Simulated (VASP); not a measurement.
# Se (Im-3m) in VASP: further runs

Se is run at these levels: PBE; tasks: single point, relaxation of cell and atoms.

Everything below comes from runs of VASP 6.6.1. Logs are shortened: lines on timing, memory, paths and dates and some standing lists are left out, and cuts for length are marked.

## 1. The cell of the first run

Symmetry: Im-3m, No. 229, cubic system. Conventional cell: a = 3.180 Å, b = 3.180 Å, c = 3.180 Å, α = 90.00°, β = 90.00°, γ = 90.00°. Se (site symmetry m-3m) has 14 Se at 2.75 to 3.18 Å within 3.6 Å.

## 2. Single point, PBE

INCAR reads:

```
SYSTEM = Se
  ALGO = Normal
  EDIFF = 1E-6
  ENCUT = 520
  GGA = PE
  ISIF = 2
  ISMEAR = -1
  LASPH = .True.
  LCHARG = .False.
  LREAL = .False.
  LWAVE = .False.
  NBANDS = 9
  NELM = 100
  PREC = Accurate
  SIGMA = 0.1
```

KPOINTS reads:

```
k-points
0
Gamma
  17 17 17
  0 0 0
```

POSCAR reads:

```
Se
1.0
   -1.5900420080      1.5900420080      1.5900420080
    1.5900420080     -1.5900420080      1.5900420080
    1.5900420080      1.5900420080     -1.5900420080
Se
1
Direct
    0.0000000000      0.0000000000      0.0000000000
```

Potentials or basis: VASP PAW PBE potentials, release 64 (Se).

Run with:

```
$ cat potpaw_PBE.64/Se/POTCAR > POTCAR
$ mpirun -np 1 vasp_std > vasp.out
```

OUTCAR:

```text
SYSTEM = Se
   EDIFF = 1E-6
   ENCUT = 520
   GGA = PE
   ISIF = 2
   ISMEAR = -1
   LASPH = .True.
   LREAL = .False.
   NELM = 100
   PREC = Accurate

 ion  position               nearest neighbor table
   1  0.000  0.000  0.000-

  LATTYP: Found a body centered cubic cell.
 ALAT       =     3.1800840160

  Lattice vectors:

 A1 = (  -1.5900420080,   1.5900420080,   1.5900420080)
 A2 = (   1.5900420080,  -1.5900420080,   1.5900420080)
 A3 = (   1.5900420080,   1.5900420080,  -1.5900420080)

Analysis of symmetry for initial positions (statically):
=====================================================================
 Subroutine PRICEL returns:
 Original cell was already a primitive cell.

 Routine SETGRP: Setting up the symmetry group for a
 body centered cubic supercell.

 Subroutine GETGRP returns: Found 48 space group operations
 (whereof 48 operations were pure point group operations)
 out of a pool of 48 trial point group operations.

The static configuration has the point symmetry O_h .

Analysis of symmetry for dynamics (positions and initial velocities):
=====================================================================
 Subroutine PRICEL returns:
 Original cell was already a primitive cell.

 Routine SETGRP: Setting up the symmetry group for a
 body centered cubic supercell.

 Subroutine GETGRP returns: Found 48 space group operations
 (whereof 48 operations were pure point group operations)
 out of a pool of 48 trial point group operations.

The dynamic configuration has the point symmetry O_h .

 Subroutine INISYM returns: Found 48 space group operations
 (whereof 48 operations are pure point group operations),
 and found     1 'primitive' translations

----------------------------------------------------------------------------------------

                                     Primitive cell

  volume of cell :      16.0800

  direct lattice vectors                    reciprocal lattice vectors
    -1.590042008  1.590042008  1.590042008     0.000000000  0.314457101  0.314457101
     1.590042008 -1.590042008  1.590042008     0.314457101  0.000000000  0.314457101
     1.590042008  1.590042008 -1.590042008     0.314457101  0.314457101  0.000000000

  length of vectors
     2.754033544  2.754033544  2.754033544     0.444709497  0.444709497  0.444709497

  position of ions in fractional coordinates (direct lattice)
     0.000000000  0.000000000  0.000000000

  ion indices of the primitive-cell ions
   primitive index   ion index
                 1           1

----------------------------------------------------------------------------------------

 KPOINTS: k-points

Automatic generation of k-mesh.
 Grid dimensions read from file:
 generate k-points for:   17   17   17

 Generating k-lattice:

  Cartesian coordinates                     Fractional coordinates (reciprocal lattice)
     0.000000000  0.018497477  0.018497477     0.058823529  0.000000000  0.000000000
     0.018497477  0.000000000  0.018497477     0.000000000  0.058823529  0.000000000
     0.018497477  0.018497477  0.000000000     0.000000000  0.000000000  0.058823529

  Length of vectors
     0.026159382  0.026159382  0.026159382

  Shift w.r.t. Gamma in fractional coordinates (k-lattice)
     0.000000000  0.000000000  0.000000000

 Subroutine IBZKPT returns following result:
 ===========================================

 Found    165 irreducible k-points:

 Following reciprocal coordinates:
            Coordinates               Weight
  0.000000  0.000000  0.000000      1.000000
  0.058824  0.000000  0.000000     12.000000
  0.117647  0.000000  0.000000     12.000000
  0.176471  0.000000  0.000000     12.000000
  0.235294  0.000000  0.000000     12.000000
  0.294118  0.000000  0.000000     12.000000
[... 16 lines left out ...]
  0.411765  0.117647  0.000000     48.000000
  0.176471  0.176471  0.000000     24.000000
 [... further k-points ...]
   k-points           NKPTS =    165   k-points in BZ     NKDIM =    165   number of bands    NBANDS=      9
   number of dos      NEDOS =    301   number of ions     NIONS =      1
   total plane-waves  NPLWV =   8000
   dimension x,y,z NGX =    20 NGY =   20 NGZ =   20
   dimension x,y,z NGXF=    40 NGYF=   40 NGZF=   40
   ions per type =               1
   NGX,Y,Z   is equivalent  to a cutoff of  12.07, 12.07, 12.07 a.u.
   NGXF,Y,Z  is equivalent  to a cutoff of  24.15, 24.15, 24.15 a.u.
 SYSTEM =  Se
   PREC   = accura    normal or accurate (medium, high low for compatibility)
   ISTART =      0    job   : 0-new  1-cont  2-samecut
   ICHARG =      2    charge: 1-file 2-atom 10-const
   ISPIN  =      1    spin polarized calculation?
   LNONCOLLINEAR =      F non collinear calculations
   LSORBIT =      F    spin-orbit coupling
   LASPH  =      T    aspherical Exc in radial PAW
   ENCUT  =  520.0 eV  38.22 Ry    6.18 a.u.   5.12  5.12  5.12*2*pi/ulx,y,z
   NELM   =    100;   NELMIN=  2; NELMDL= -5     # of ELM steps
   EDIFF  = 0.1E-05   stopping-criterion for ELM
   LREAL  =      F    real-space projection
   EDIFFG = 0.1E-04   stopping-criterion for IOM
   NSW    =      0    number of steps for IOM
   IBRION =     -1    ionic relax: 0-MD 1-quasi-New 2-CG
   NFREE  =      0    steps in history (QN), initial steepest desc. (CG)
   ISIF   =      2    stress and relaxation
   ISYM   =      2    0-nonsym 1-usesym 2-fastsym
   POTIM  = 0.5000    time-step for ionic-motion
   TEBEG  =    0.0;   TEEND  =   0.0 temperature during run
   PSTRESS=    0.0 pullay stress
   NELECT =       6.0000    total number of electrons
   NUPDOWN=      -1.0000    fix difference up-down
   EMIN   =  10.00;   EMAX   =-10.00  energy-range for DOS
   EFERMI =   0.00;   METHOD = LEGACY
   ISMEAR =    -1;   SIGMA  =   0.10  broadening in eV -4-tet -1-fermi 0-gaus
   EFERMI_NEDOS =   21; number of points for ismear=-14 and -15
   IALGO  =     38    algorithm
   IMIX   =      4    mixing-type and parameters
     AMIX     =   0.40;   BMIX     =  1.00
     AMIX_MAG =   1.60;   BMIX_MAG =  1.00
  volume/ion in A,a.u.               =      16.08       108.51
  Fermi-wavevector in a.u.,A,eV,Ry     =   1.178592  2.227215 18.899554  1.389078
  Thomas-Fermi vector in A             =   2.314918
   LORBIT       =      0    0 simple, 1 ext, 2 COOP (PROOUT), +10 PAW based schemes
   GGA     = PE    functional components
   LHFCALC =     F    Hartree Fock is set to
   AEXX    =    0.0000 exact exchange contribution
   IVDW    =     0    specifies the selected vdW correction
   LEPSILON=     F    determine dielectric tensor
   LRPA    =     F    only Hartree local field effects (RPA)
 non-spin polarized calculation
  energy-cutoff  :      520.00
  volume of cell :       16.08
 maximum number of plane-waves:       447
   NGX = 11   NGY = 11   NGZ = 11

 number of electron       5.9999997 magnetization

 Free energy of the ion-electron system (eV)
  ---------------------------------------------------
  ext. energy  EPLUGINS =         0.00000000
  ---------------------------------------------------
  free energy    TOTEN  =        -2.61228287 eV

  energy without entropy =       -2.59403941  energy(sigma->0) =       -2.60316114

 E-fermi :   8.7820     XC(G=0): -11.7039

 val. band max:        8.6876600817   @ k =  -0.2941   0.3529   0.0588
 cond. band min:       8.8113453150   @ k =   0.3529   0.1765   0.0588
 fundamental gap:      0.1236852334
 Fermi energy:         8.7819921304

 k-point     1 :       0.0000    0.0000    0.0000
  band No.  band energies     occupation
      1      -9.8441      2.00000
      2      13.0666      0.00000
      3      13.0666      0.00000
      4      13.0666      0.00000
      5      21.6669      0.00000
      6      21.6669      0.00000
      7      21.6669      0.00000
      8      23.5125      0.00000
      9      25.0429      0.00000

 k-point     2 :       0.0588    0.0000    0.0000
  band No.  band energies     occupation
      1      -9.7497      2.00000
      2      12.4465      0.00000
      3      12.8155      0.00000
      4      13.0173      0.00000
      5      21.2425      0.00000
      6      21.4374      0.00000
      7      22.0999      0.00000
      8      23.9505      0.00000
      9      24.0369      0.00000

 k-point     3 :       0.1176    0.0000    0.0000
  band No.  band energies     occupation
      1      -9.4676      2.00000
      2      10.9057      0.00000
      3      12.1906      0.00000
      4      12.8743      0.00000
      5      20.3506      0.00000
      6      20.4324      0.00000
      7      23.2701      0.00000
      8      23.7223      0.00000
      9      24.0812      0.00000

 k-point     4 :       0.1765    0.0000    0.0000
  band No.  band energies     occupation
      1      -9.0011      2.00000
      2       8.9337      0.35976
      3      11.4174      0.00000
      4      12.6547      0.00000
      5      19.1847      0.00000
      6      19.4014      0.00000
      7      23.8841      0.00000
      8      24.0280      0.00000
      9      24.9507      0.00000
[... 205 lines left out ...]
 k-point    22 :       0.3529    0.1176    0.0000
  band No.  band energies     occupation
      1      -5.4201      2.00000
      2       1.4218      2.00000
      3       7.5666      1.99999
      4      10.7302      0.00000
      5      17.0464      0.00000
      6      19.1320      0.00000
      7      24.4674      0.00000
      8      28.4222      0.00000
      9      30.1116      0.00000

 k-point    23 :       0.4118    0.1176    0.0000
  band No.  band energies     occupation
      1      -4.7034      2.00000
      2       0.3835      2.00000
      3       7.3521      2.00000
      4      10.6114      0.00000
      5      16.8616      0.00000
      6      19.0527      0.00000
      7      25.4827      0.00000
      8      27.1671      0.00000
      9      31.1562      0.00000

 k-point    24 :       0.1765    0.1765    0.0000
  band No.  band energies     occupation
      1      -7.3737      2.00000
      2       5.3230      2.00000
      3       8.1675      1.99572
      4      11.1732      0.00000
      5      18.3752      0.00000
      6      19.8143      0.00000
      7      23.8657      0.00000
      8      25.0389      0.00000
      9      28.6747      0.00000

 [... further k-points ...]

------------------------ aborting loop because EDIFF is reached ----------------------------------------

  FORCE on cell =-STRESS in cart. coord.  units (eV):
  Direction    XX          YY          ZZ          XY          YZ          ZX
  --------------------------------------------------------------------------------------
  -------------------------------------------------------------------------------------
  Total        2.9257486      2.9257486      2.9257486      0.0000000     -0.0000000      0.0000000
  in kB      291.5155996    291.5155996    291.5155996      0.0000000     -0.0000000      0.0000000
  external PRESSURE =     291.5155996 kB  Pullay stress =       0.0000000 kB

 VOLUME and BASIS-vectors are now :
 -----------------------------------------------------------------------------
  energy-cutoff  :      520.00
  volume of cell :       16.08
      direct lattice vectors                 reciprocal lattice vectors
    -1.590042008  1.590042008  1.590042008     0.000000000  0.314457101  0.314457101
     1.590042008 -1.590042008  1.590042008     0.314457101  0.000000000  0.314457101
     1.590042008  1.590042008 -1.590042008     0.314457101  0.314457101  0.000000000

 POSITION                                       TOTAL-FORCE (eV/Angst)
 -----------------------------------------------------------------------------------
      0.00000      0.00000      0.00000        -0.000000     -0.000000      0.000000
 -----------------------------------------------------------------------------------
    total drift:                                0.000000      0.000000     -0.000000

  FREE ENERGIE OF THE ION-ELECTRON SYSTEM (eV)
  ---------------------------------------------------
  free  energy   TOTEN  =        -2.6122828657 eV

  energy  without entropy=       -2.5940394145  energy(sigma->0) =       -2.60316114
```

Run time: 6.8 s. Hardware: 1 thread of Intel Xeon 6975P-C (Granite Rapids), shared host; peak memory 0.13 GiB.

What came out:

| Item | Value |
| --- | --- |
| Free energy | -2.6123 eV |
| Pressure | 29.2 GPa |
| Band gap on the k mesh | zero (band 3 reaches 13.07 eV, above the bottom of band 4 at 3.96 eV) |

Levels at points of the mesh, in eV from the Fermi level:
| k point | band 1 | band 2 | band 3 | band 4 | band 5 | band 6 |
| --- | --- | --- | --- | --- | --- | --- |
| (0.00, 0.00, 0.00) | -18.63 | 4.28 | 4.28 | 4.28 | 12.88 | 12.88 |

(Part 1 of 2 ends here.)
